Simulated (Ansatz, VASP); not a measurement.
TiB2 in VASP and in Ansatz

INCAR

```
SYSTEM = TiB2
ALGO = Normal
EDIFF = 1E-6
ENCUT = 520
GGA = PS
ISIF = 2
ISMEAR = -1
LASPH = .True.
LCHARG = .False.
LREAL = .False.
LWAVE = .False.
NBANDS = 16
NELM = 60
PREC = Accurate
SIGMA = 0.03
```

The input KPOINTS:

```
k-points
0
Gamma
  14 14 11
  0 0 0
```

The input POSCAR:

```
TiB2
1.0
    3.0392620569      0.0000000000      0.0000000000
   -1.5196310285      2.6320781501      0.0000000000
    0.0000000000      0.0000000000      3.2391256602
Ti B
1 2
Direct
    0.0000000000      0.0000000000      0.0000000000
    0.3333333333      0.6666666667      0.5000000000
    0.6666666667      0.3333333333      0.5000000000
```

Input for Ansatz:

```yaml
crystal:
  lattice:
    - [3.0392620569, 0.0, 0.0]
    - [-1.5196310285, 2.6320781501, 0.0]
    - [0.0, 0.0, 3.2391256602]
  atoms:
    - { symbol: Ti, position: [0.0, 0.0, 0.0] }
    - { symbol: B, position: [0.3333333333, 0.6666666667, 0.5] }
    - { symbol: B, position: [0.6666666667, 0.3333333333, 0.5] }
kpoints:
  mp_grid: { grid: [14, 14, 11] }
  band_path:
    path:
      - [0.0, 0.0, 0.0]
      - [0.5, 0.0, 0.0]
      - [0.3333333333, 0.3333333333, 0.0]
      - [0.0, 0.0, 0.0]
      - [0.0, 0.0, 0.5]
      - [0.5, 0.0, 0.5]
      - [0.3333333333, 0.3333333333, 0.5]
      - [0.0, 0.0, 0.5]
      - [0.5, 0.0, 0.5]
    npoints: 5
scf:
  occupations: { method: fermi_dirac, width: 0.03 }
hamiltonian:
  xc: pbesol
  pseudopotentials: { kind: all_electron, lapw: { basis_error: 0.001 } }
output:
  forces: true
  stress: true
  eigenvalues: true
```

Change from the starting cell: volume scaled by 1.01.

Alike in both runs: task single point; functional PBEsol; k mesh 14 × 14 × 11; occupations fermi-dirac, width 0.03 eV; no spin polarisation.

|  | VASP | Ansatz |
| --- | --- | --- |
| version | VASP 6.6.1 | Ansatz 0.2.0 |
| potentials or method | VASP PAW PBE potentials, release 64 (Ti_sv, B), cutoff 520 eV | all-electron LAPW, scalar-relativistic |

|  | VASP | Ansatz | Ansatz less VASP |
| --- | --- | --- | --- |
| pressure (GPa) | -7.2 | -7.6 | -0.42 |
| traceless stress, the component that is largest in VASP (GPa) | -1.59 | -1.48 | +0.107 |

VASP's potentials were made for PBE, not for PBEsol. Ansatz ran all-electron here, and VASP with PAW potentials.
